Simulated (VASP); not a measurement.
# C5N in VASP: notebook

The runs below take C5N through single point, with PBE+D3(BJ).

Everything below comes from runs of VASP 6.6.1. Logs are shortened: lines on timing, memory, paths and dates and some standing lists are left out, and cuts for length are marked.

## (1) The cell of the first run

The cell holds a slab with vacuum, 12 atoms: a = 3.647 Å, b = 4.269 Å, c = 23.131 Å, α = 90.00°, β = 90.00°, γ = 112.97°.

## (2) Single point, PBE+D3(BJ)

INCAR

```
PREC = Accurate
ENCUT = 520
EDIFF = 1E-7
ISMEAR = 0
SIGMA = 0.05
LREAL = False
LASPH = True
NELM = 80
ALGO = Normal
ISIF = 2
LWAVE = False
LCHARG = True
LDIPOL = True
IDIPOL = 3
DIPOL = 0.5 0.5 0.323
GGA = PE
IVDW = 12
LELF = True
LVHAR = True
LVACPOTAV = True
NBANDS = 37
```

KPOINTS

```
Automatic mesh
0
Gamma
  8 7 1
```

POSCAR

```
C5N
1.0
    3.6473242087      0.0000000000      0.0000000000
   -1.6658829526      3.9310150920      0.0000000000
    0.0000000000      0.0000000000     23.1309581756
C N
10 2
Direct
    0.5001799340      0.3333933113      0.1729284178
    0.4998200660      0.6666066887      0.1729284178
    0.5001799340      0.8333933113      0.2262110668
    0.4998200660      0.1666066887      0.2262110668
    0.5000212336      0.3353169660      0.2794744906
    0.4999787664      0.6646830340      0.2794744906
    0.5001286265      0.8366480411      0.3329734377
    0.4998713735      0.1633519589      0.3329734377
    0.4997623706      0.3544335280      0.3817809063
    0.5002376294      0.6455664720      0.3817809063
    0.7497623706      0.6044335280      0.5201236405
    0.7497623706      0.6044335280      0.5676789554
```

Potentials or basis: VASP PAW PBE potentials, release 64 (C, N).

On the command line:

```bash
$ cat potpaw_PBE.64/C/POTCAR potpaw_PBE.64/N/POTCAR > POTCAR
$ mpirun -np 1 vasp_std > vasp.out
```

OUTCAR:

```text
PREC = Accurate
   ENCUT = 520
   EDIFF = 1E-7
   ISMEAR = 0
   LREAL = False
   LASPH = True
   NELM = 80
   ISIF = 2
   GGA = PE
   IVDW = 12
 IVDW          = 12

 ion  position               nearest neighbor table
   1  0.500  0.333  0.173-   2 1.42   4 1.42
   2  0.500  0.667  0.173-   1 1.42   3 1.42
   3  0.500  0.833  0.226-   4 1.42   2 1.42   6 1.43
   4  0.500  0.167  0.226-   3 1.42   1 1.42   5 1.43
   5  0.500  0.335  0.279-   6 1.41   4 1.43   8 1.44
   6  0.500  0.665  0.279-   5 1.41   3 1.43   7 1.44
   7  0.500  0.837  0.333-  10 1.39   8 1.40   6 1.44
   8  0.500  0.163  0.333-   9 1.39   7 1.40   5 1.44
   9  0.500  0.354  0.382-  10 1.24   8 1.39
  10  0.500  0.646  0.382-   9 1.24   7 1.39
  11  0.750  0.604  0.520-  12 1.10
  12  0.750  0.604  0.568-  11 1.10

  LATTYP: Found a simple monoclinic cell.
 ALAT       =     3.6473242087
 B/A-ratio  =     6.3418980195
 C/A-ratio  =     1.1705654048
 COS(beta)  =    -0.3901884683

  Lattice vectors:

 A1 = (   3.6473242087,   0.0000000000,   0.0000000000)
 A2 = (   0.0000000000,   0.0000000000, -23.1309581756)
 A3 = (  -1.6658829526,   3.9310150920,   0.0000000000)

Analysis of symmetry for initial positions (statically):
=====================================================================
 Subroutine PRICEL returns:
 Original cell was already a primitive cell.

 Routine SETGRP: Setting up the symmetry group for a
 simple monoclinic supercell.

 Subroutine GETGRP returns: Found  1 space group operations
 (whereof  1 operations were pure point group operations)
 out of a pool of  4 trial point group operations.

The static configuration has the point symmetry C_1 .

Analysis of symmetry for dynamics (positions and initial velocities):
=====================================================================
 Subroutine PRICEL returns:
 Original cell was already a primitive cell.

 Routine SETGRP: Setting up the symmetry group for a
 simple monoclinic supercell.

 Subroutine GETGRP returns: Found  1 space group operations
 (whereof  1 operations were pure point group operations)
 out of a pool of  4 trial point group operations.

The dynamic configuration has the point symmetry C_1 .

 Subroutine INISYM returns: Found  1 space group operations
 (whereof  1 operations are pure point group operations),
 and found     1 'primitive' translations

----------------------------------------------------------------------------------------

                                     Primitive cell

  volume of cell :     331.6444

  direct lattice vectors                    reciprocal lattice vectors
     3.647324209  0.000000000  0.000000000     0.274173598  0.116189104  0.000000000
    -1.665882953  3.931015092  0.000000000     0.000000000  0.254387220  0.000000000
     0.000000000  0.000000000 23.130958176     0.000000000  0.000000000  0.043232104

  length of vectors
     3.647324209  4.269431539 23.130958176     0.297776879  0.254387220  0.043232104

  position of ions in fractional coordinates (direct lattice)
     0.500179934  0.333393311  0.172928418
     0.499820066  0.666606689  0.172928418
     0.500179934  0.833393311  0.226211067
     0.499820066  0.166606689  0.226211067
     0.500021234  0.335316966  0.279474491
     0.499978766  0.664683034  0.279474491
     0.500128627  0.836648041  0.332973438
     0.499871373  0.163351959  0.332973438
     0.499762371  0.354433528  0.381780906
     0.500237629  0.645566472  0.381780906
     0.749762371  0.604433528  0.520123641
     0.749762371  0.604433528  0.567678955

  ion indices of the primitive-cell ions
   primitive index   ion index
                 1           1
                 2           2
                 3           3
                 4           4
                 5           5
                 6           6
                 7           7
                 8           8
                 9           9
                10          10
                11          11
                12          12

----------------------------------------------------------------------------------------

 KPOINTS: Automatic mesh

Automatic generation of k-mesh.
 Grid dimensions read from file:
 generate k-points for:    8    7    1

 Generating k-lattice:

  Cartesian coordinates                     Fractional coordinates (reciprocal lattice)
     0.034271700  0.014523638  0.000000000     0.125000000 -0.000000000  0.000000000
     0.000000000  0.036341031  0.000000000     0.000000000  0.142857143  0.000000000
     0.000000000  0.000000000  0.043232104     0.000000000  0.000000000  1.000000000

  Length of vectors
     0.037222110  0.036341031  0.043232104

  Shift w.r.t. Gamma in fractional coordinates (k-lattice)
     0.000000000  0.000000000  0.000000000

 Subroutine IBZKPT returns following result:
 ===========================================

 Found     29 irreducible k-points:

 Following reciprocal coordinates:
            Coordinates               Weight
  0.000000  0.000000  0.000000      1.000000
  0.125000  0.000000  0.000000      2.000000
  0.250000  0.000000  0.000000      2.000000
  0.375000  0.000000  0.000000      2.000000
  0.500000  0.000000  0.000000      1.000000
  0.000000  0.142857  0.000000      2.000000
[... 16 lines left out ...]
  0.125000  0.428571  0.000000      2.000000
  0.250000  0.428571  0.000000      2.000000
 [... further k-points ...]
   k-points           NKPTS =     29   k-points in BZ     NKDIM =     29   number of bands    NBANDS=     37
   number of dos      NEDOS =    301   number of ions     NIONS =     12
   total plane-waves  NPLWV = 161280
   dimension x,y,z NGX =    28 NGY =   32 NGZ =  180
   dimension x,y,z NGXF=    56 NGYF=   64 NGZF=  360
   ions per type =              10   2
   NGX,Y,Z   is equivalent  to a cutoff of  12.76, 12.46, 12.94 a.u.
   NGXF,Y,Z  is equivalent  to a cutoff of  25.52, 24.92, 25.87 a.u.
 SYSTEM =  unknown system
   PREC   = accura    normal or accurate (medium, high low for compatibility)
   ISTART =      0    job   : 0-new  1-cont  2-samecut
   ICHARG =      2    charge: 1-file 2-atom 10-const
   ISPIN  =      1    spin polarized calculation?
   LNONCOLLINEAR =      F non collinear calculations
   LSORBIT =      F    spin-orbit coupling
   LASPH  =      T    aspherical Exc in radial PAW
   ENCUT  =  520.0 eV  38.22 Ry    6.18 a.u.   6.78  7.94 43.01*2*pi/ulx,y,z
   NELM   =     80;   NELMIN=  2; NELMDL= -5     # of ELM steps
   EDIFF  = 0.1E-06   stopping-criterion for ELM
   LREAL  =      F    real-space projection
   EDIFFG = 0.1E-05   stopping-criterion for IOM
   NSW    =      0    number of steps for IOM
   IBRION =     -1    ionic relax: 0-MD 1-quasi-New 2-CG
   NFREE  =      0    steps in history (QN), initial steepest desc. (CG)
   ISIF   =      2    stress and relaxation
   ISYM   =      2    0-nonsym 1-usesym 2-fastsym
   POTIM  = 0.5000    time-step for ionic-motion
   TEBEG  =    0.0;   TEEND  =   0.0 temperature during run
   PSTRESS=    0.0 pullay stress
   NELECT =      50.0000    total number of electrons
   NUPDOWN=      -1.0000    fix difference up-down
   EMIN   =  10.00;   EMAX   =-10.00  energy-range for DOS
   EFERMI =   0.00;   METHOD = LEGACY
   ISMEAR =     0;   SIGMA  =   0.05  broadening in eV -4-tet -1-fermi 0-gaus
   EFERMI_NEDOS =   21; number of points for ismear=-14 and -15
   IALGO  =     38    algorithm
   IMIX   =      4    mixing-type and parameters
     AMIX     =   0.40;   BMIX     =  1.00
     AMIX_MAG =   1.60;   BMIX_MAG =  1.00
  volume/ion in A,a.u.               =      27.64       186.50
  Fermi-wavevector in a.u.,A,eV,Ry     =   0.871312  1.646542 10.329345  0.759185
  Thomas-Fermi vector in A             =   1.990402
   LORBIT       =      0    0 simple, 1 ext, 2 COOP (PROOUT), +10 PAW based schemes
   GGA     = PE    functional components
   LHFCALC =     F    Hartree Fock is set to
   AEXX    =    0.0000 exact exchange contribution
   IVDW    =    12    specifies the selected vdW correction
   LEPSILON=     F    determine dielectric tensor
   LRPA    =     F    only Hartree local field effects (RPA)
 non-spin polarized calculation
 Gauss-broadening in eV      SIGMA  =   0.05
  energy-cutoff  :      520.00
  volume of cell :      331.64
 maximum number of plane-waves:      8966
   NGX = 13   NGY = 15   NGZ = 87

 dipolmoment           0.000000      0.000000      0.019331 electrons x Angstroem

 number of electron      49.9999998 magnetization

 dipolmoment           0.000000      0.000000     -0.075957 electrons x Angstroem

 Free energy of the ion-electron system (eV)
  ---------------------------------------------------
  ext. energy  EPLUGINS =         0.00000000
  ---------------------------------------------------
  free energy    TOTEN  =       -99.11940397 eV

  energy without entropy =      -99.11619090  energy(sigma->0) =      -99.11779744

 E-fermi :  -2.7908     XC(G=0):  -4.4138

 val. band max:       -2.7938881948   @ k =  -0.1250   0.4286   0.0000
 cond. band min:      -2.7291889301   @ k =  -0.2500   0.4286   0.0000
 fundamental gap:      0.0646992647
 Fermi energy:        -2.7907860613

 k-point     1 :       0.0000    0.0000    0.0000
  band No.  band energies     occupation
      1     -25.9799      2.00000
      2     -21.5016      2.00000
      3     -19.6550      2.00000
      4     -16.9444      2.00000
      5     -16.0825      2.00000
      6     -15.4790      2.00000
[... 29 lines left out ...]
     36       3.3595      0.00000
     37       4.1226      0.00000
[... 918 lines left out ...]
     36       5.3205      0.00000
     37       5.4378      0.00000

 [... further k-points ...]

------------------------ aborting loop because EDIFF is reached ----------------------------------------

 Edisp (eV)   -1.27486

 E8    (eV) :    -0.3721

  FORCE on cell =-STRESS in cart. coord.  units (eV):
  Direction    XX          YY          ZZ          XY          YZ          ZX
  --------------------------------------------------------------------------------------
  -------------------------------------------------------------------------------------
  Total       0.04114    -1.54287    -0.03862     0.61475     0.05172     0.09918
  in kB       0.19873    -7.45361    -0.18660     2.96986     0.24985     0.47912
  external pressure =       -2.48 kB  Pullay stress =        0.00 kB

 VOLUME and BASIS-vectors are now :
 -----------------------------------------------------------------------------
  energy-cutoff  :      520.00
  volume of cell :      331.64
      direct lattice vectors                 reciprocal lattice vectors
     3.647324209  0.000000000  0.000000000     0.274173598  0.116189104  0.000000000
    -1.665882953  3.931015092  0.000000000     0.000000000  0.254387220  0.000000000
     0.000000000  0.000000000 23.130958176     0.000000000  0.000000000  0.043232104

 POSITION                                       TOTAL-FORCE (eV/Angst)
 -----------------------------------------------------------------------------------
      1.26892      1.31057      4.00000        -2.626036      6.143513      1.135577
      0.71252      2.62044      4.00000         2.625262     -6.144117      1.136029
      0.43598      3.27608      5.23248        -0.158153      0.381786     -1.175848
      1.54546      0.65493      5.23248         0.160252     -0.379788     -1.175763
      1.26514      1.31814      6.46451         0.008852     -0.006989     -0.003497
      0.71630      2.61288      6.46451        -0.003836      0.006273     -0.002622
      0.43037      3.28888      7.70199        -0.008069      0.006985      0.010238
      1.55107      0.64214      7.70199        -0.002238     -0.005171      0.004067
      1.23235      1.39328      8.83096         0.017101     -0.089486      0.001365
      0.74909      2.53773      8.83096        -0.049429      0.067037     -0.015343
      1.72771      2.37604     12.03096         0.048040      0.026872     -2.054121
      1.72771      2.37604     13.13096        -0.011746     -0.006915      2.139920
 -----------------------------------------------------------------------------------
    total drift:                                0.000033     -0.000022     -0.000181

  FREE ENERGIE OF THE ION-ELECTRON SYSTEM (eV)
  ---------------------------------------------------
  free  energy   TOTEN  =      -100.3942687296 eV

  energy  without entropy=     -100.3910556677  energy(sigma->0) =     -100.39266220

 vacuum level on the upper side and lower side of the slab         2.792         3.750
```

Wall time 7 min (1 thread of AMD EPYC 9R45 (Zen 5), shared host); peak memory 0.52 GiB.

Results:

```yaml
Free_energy: -100.3943 eV
Largest_force: 6.777 eV/Å
Band_gap_on_the_k_mesh: zero (bands 25 and 26 overlap by 0.74 eV)
Dispersion_energy_per_atom: -0.106 eV
```

Forces on the atoms (eV/Å):
```
C   -2.626  6.144  1.136
C    2.625 -6.144  1.136
C   -0.158  0.382 -1.176
C    0.160 -0.380 -1.176
C    0.009 -0.007 -0.003
C   -0.004  0.006 -0.003
C   -0.008  0.007  0.010
C   -0.002 -0.005  0.004
C    0.017 -0.089  0.001
C   -0.049  0.067 -0.015
N    0.048  0.027 -2.054
N   -0.012 -0.007  2.140
```

Caveat: the standard files for N, O and F lose accuracy on very short bonds.

## (3) Single point, PBE+D3(BJ)

INCAR

```
ALGO     = Normal         # electronic algorithm
DIPOL    = 0.5 0.5 0.323
EDIFF    = 1E-6           # SCF threshold, eV
ENCUT    = 520            # plane-wave cutoff, eV
GGA      = PE             # functional
IDIPOL   = 3            
ISIF     = 2              # what is computed and relaxed
ISMEAR   = 0              # smearing method
IVDW     = 12             # dispersion correction
LASPH    = T              # aspherical terms in the spheres
LCHARG   = F              # write CHGCAR
LDIPOL   = T            
LREAL    = F              # projectors in reciprocal space
LWAVE    = F              # write WAVECAR
NBANDS   = 37             # bands
NELM     = 80             # most SCF steps
PREC     = Accurate       # precision mode
SIGMA    = 0.05           # smearing width, eV
```

KPOINTS

```
k-points
0
Gamma
  8 7 1
```

Edit POSCAR of step 2 so:

```diff
@@ -18,3 +18,3 @@
     0.5002376294      0.6455664720      0.3817809063
-    0.7497623706      0.6044335280      0.5201236405
-    0.7497623706      0.6044335280      0.5676789554
+    0.7497623706      1.1044335280      0.5201236405
+    0.7497623706      1.1044335280      0.5676789554
```

Potentials or basis: VASP PAW PBE potentials, release 64 (C, N).

On the command line:

```bash
$ cat potpaw_PBE.64/C/POTCAR potpaw_PBE.64/N/POTCAR > POTCAR
$ mpirun -np 1 vasp_std > vasp.out
```

It took 6.8 min on 1 thread of AMD EPYC 9R45 (Zen 5), shared host; peak memory 0.52 GiB.

It converged, with:

| Property | Result |
| --- | --- |
| Free energy | -100.4280 eV |
| Largest force | 6.776 eV/Å |
| Band gap on the k mesh | zero (bands 25 and 26 overlap by 0.73 eV) |
| Dispersion energy per atom | -0.106 eV |

Forces on the atoms (eV/Å):
```
C   -2.626  6.142  1.136
C    2.626 -6.142  1.135
C   -0.161  0.383 -1.175
C    0.162 -0.383 -1.175
C    0.007 -0.006  0.003
C   -0.007  0.008  0.002
C   -0.010  0.022  0.014
C    0.011 -0.026  0.020
C    0.015 -0.042  0.023
C   -0.023  0.046  0.039
N    0.009 -0.002 -2.141
N   -0.003  0.001  2.118
```

Levels at points of the mesh, in eV from the Fermi level:
```csv
k point,band 21,band 22,band 23,band 24,band 25,band 26,band 27,band 28,band 29,band 30
"(0.00, 0.00, 0.00)",-2.03,-1.46,-1.38,-1.33,0.62,0.68,1.26,1.74,2.23,3.44
"(0.50, 0.00, 0.00)",-2.74,-1.75,-1.07,-0.76,0.08,1.12,1.29,1.93,2.07,2.80
```

Caveat: the standard files for N, O and F lose accuracy on very short bonds.

## (4) Single point, PBE+D3(BJ)

INCAR

```
PREC = Accurate
ENCUT = 520
EDIFF = 1E-6
ISMEAR = 0
SIGMA = 0.05
LREAL = F
LASPH = T
NELM = 60
ALGO = Normal
ISIF = 2
LWAVE = F
LCHARG = F
LDIPOL = T
IDIPOL = 3
DIPOL = 0.5 0.5 0.323
GGA = PE
IVDW = 12
NBANDS = 37
```

KPOINTS

```
regular mesh
0
Gamma
  8 7 1
```

Edit POSCAR of step 3 so:

```diff
@@ -18,3 +18,3 @@
     0.5002376294      0.6455664720      0.3817809063
-    0.7497623706      1.1044335280      0.5201236405
-    0.7497623706      1.1044335280      0.5676789554
+    1.2497623706      0.6044335280      0.5201236405
+    1.2497623706      0.6044335280      0.5676789554
```

On the command line:

```bash
$ cat potpaw_PBE.64/C/POTCAR potpaw_PBE.64/N/POTCAR > POTCAR
$ mpirun -np 1 vasp_std > vasp.out
```

Run time: 6.6 min. Hardware: 1 thread of AMD EPYC 9R45 (Zen 5), shared host; peak memory 0.52 GiB.

Results (log left out):

* Free energy: -100.4059 eV
* Largest force: 6.779 eV/Å
* Band gap on the k mesh: zero (bands 25 and 26 overlap by 0.74 eV)
* Dispersion energy per atom: -0.106 eV

Forces in eV/Å, atoms in the order of the input:
```
C   -2.626  6.145  1.136
C    2.627 -6.145  1.136
C   -0.160  0.383 -1.176
C    0.157 -0.381 -1.176
C    0.008 -0.012 -0.004
C   -0.006  0.001  0.000
C   -0.014  0.022  0.023
C    0.008  0.005 -0.003
C    0.040 -0.087  0.047
C    0.001  0.056 -0.031
N   -0.046  0.016 -2.086
N    0.011 -0.004  2.133
```

Levels at points of the mesh, in eV from the Fermi level:
```csv
k point,band 23,band 24,band 25,band 26,band 27,band 28
"(0.00, 0.00, 0.00)",-1.38,-1.32,0.63,0.69,1.27,1.75
"(0.50, 0.00, 0.00)",-1.07,-0.75,0.08,1.13,1.30,1.94
```

Caveat: the standard files for N, O and F lose accuracy on very short bonds.

## (5) Single point, PBE+D3(BJ)

INCAR

```
SYSTEM = C5N
PREC = Accurate
ENCUT = 520
EDIFF = 1E-6
ISMEAR = 0
SIGMA = 0.05
LREAL = .False.
LASPH = .True.
NELM = 100
ALGO = Normal
ISIF = 2
LWAVE = .False.
LCHARG = .False.
LDIPOL = .True.
IDIPOL = 3
DIPOL = 0.5 0.5 0.323
GGA = PE
IVDW = 12
NBANDS = 37
```

KPOINTS

```
regular mesh
0
Gamma
  8 7 1
  0 0 0
```

Edit POSCAR of step 4 so:

```diff
@@ -18,3 +18,3 @@
     0.5002376294      0.6455664720      0.3817809063
-    1.2497623706      0.6044335280      0.5201236405
-    1.2497623706      0.6044335280      0.5676789554
+    1.2497623706      1.1044335280      0.5201236405
+    1.2497623706      1.1044335280      0.5676789554
```

On the command line:

```bash
$ cat potpaw_PBE.64/C/POTCAR potpaw_PBE.64/N/POTCAR > POTCAR
$ mpirun -np 1 vasp_std > vasp.out
```

It took 7 min on 1 thread of AMD EPYC 9R45 (Zen 5), shared host; peak memory 0.52 GiB.

Results (log left out):

- Free energy: -100.4193 eV
- Largest force: 6.775 eV/Å
- Band gap on the k mesh: zero (bands 25 and 26 overlap by 0.73 eV)
- Dispersion energy per atom: -0.106 eV

Forces in eV/Å, atoms in the order of the input:
```
C   -2.626  6.141  1.135
C    2.626 -6.141  1.135
C   -0.162  0.380 -1.175
C    0.162 -0.384 -1.175
C    0.004 -0.003  0.003
C   -0.010  0.012  0.000
C    0.002  0.011  0.002
C    0.011 -0.033  0.027
C    0.028 -0.024 -0.017
C   -0.030  0.067  0.060
N   -0.009 -0.035 -2.118
N    0.003  0.009  2.122
```

Levels at points of the mesh, in eV from the Fermi level:
```
           k point  band 23  band 24  band 25  band 26  band 27  band 28
(0.00, 0.00, 0.00)    -1.38    -1.33     0.62     0.68     1.27     1.75
(0.50, 0.00, 0.00)    -1.07    -0.76     0.08     1.12     1.29     1.93
```

Caveat: the standard files for N, O and F lose accuracy on very short bonds.

## (6) The runs side by side

```tsv
cell	gap on the mesh (eV)	largest force (eV/Å)
as given, atomic positions A	none	6.78
as given, atomic positions B	none	6.78
as given, atomic positions C	none	6.78
as given, atomic positions D	none	6.77
```

Alike in all rows: task single point; level PBE+D3(BJ); potentials or basis VASP PAW PBE potentials, release 64 (C, N); no spin polarisation; k mesh 8 × 7 × 1; cutoff (eV) 520; smearing gaussian 0.05 eV.

Caveats: the standard files for N, O and F lose accuracy on very short bonds.

Total energies depend on the potentials used, so only differences within one code and one set of settings carry meaning.

The gap in the log of VASP goes by the Fermi energy; the results here count the filled bands.